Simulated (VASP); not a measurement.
The system is GaAs.

```
Ga As
1.0
     3.50171    0.00000    0.00000
     0.00000    3.95262    0.00000
     0.00000    0.00000    9.13259
Ga As
3 3
Direct
  0.50000 0.50000 0.17805
  0.50000 0.50000 0.82195
  0.00000 0.00000 0.50000
  0.50000 0.00000 0.32195
  0.00000 0.50000 0.00000
  0.50000 0.00000 0.67805
```

The cell was built from a structure type or drawn by symmetry, and may not be a known phase.

| Property | Result |
| --- | --- |
| Program | VASP 6.6.1 |
| Task | relaxation of cell and atoms |
| Functional | PBE |
| Potentials or basis | VASP PAW PBE potentials, release 64 (Ga_d, As) |
| Cutoff | 600 eV |
| k mesh | 6 × 4 × 2 |
| Occupations | gaussian, width 0.1 eV |
| Spin | no spin polarisation |

At the start: pressure 14.1 GPa; volume 21.07 Å³/atom.

Question: Where does the relaxation end?

Answer: Over 10 steps the energy falls by 188.4 meV/atom and the volume is 24.87 Å³/atom (+18.0 %); space group Pmmm (No. 47, to 0.1 Å) before and after.

The path:
| step | energy change (eV) | largest force (eV/Å) | pressure (GPa) | volume (Å³) |
| --- | --- | --- | --- | --- |
| 1 | 0.0000 | 0.2551 | 14.07 | 126.40 |
| 2 | -0.9084 | 0.5718 | -3.34 | 163.06 |
| 3 | -1.0555 | 0.5723 | 0.12 | 150.58 |
| 4 | -1.0562 | 0.5753 | -0.17 | 151.45 |
| 5 | -1.1000 | 0.2869 | -0.33 | 151.63 |
| 6 | -1.1176 | 0.0437 | -0.47 | 151.83 |
| 7 | -1.1278 | 0.0348 | -0.10 | 149.97 |
| 8 | -1.1299 | 0.0234 | 0.14 | 148.81 |
| 9 | -1.1299 | 0.0224 | 0.16 | 148.71 |
| 10 | -1.1304 | 0.0196 | -0.09 | 149.22 |

Final structure:
```xyz
6
Lattice="3.8277 0.0000 0.0000 0.0000 3.9325 0.0000 0.0000 0.0000 9.9130" Properties=species:S:1:pos:R:3 pbc="T T T"
Ga    1.9138    1.9663    1.6937
Ga    1.9138    1.9663    8.2193
Ga    0.0000    0.0000    4.9565
As    1.9138    3.9325    3.2373
As    0.0000    1.9663    0.0000
As    1.9138    0.0000    6.6758
```

Caveat: the k points lie up to 0.40 Å⁻¹ apart in the final cell, too coarse for converged energies and pressures of a metal; the volume moved by over 15 % at a fixed basis, so the end points are rough.
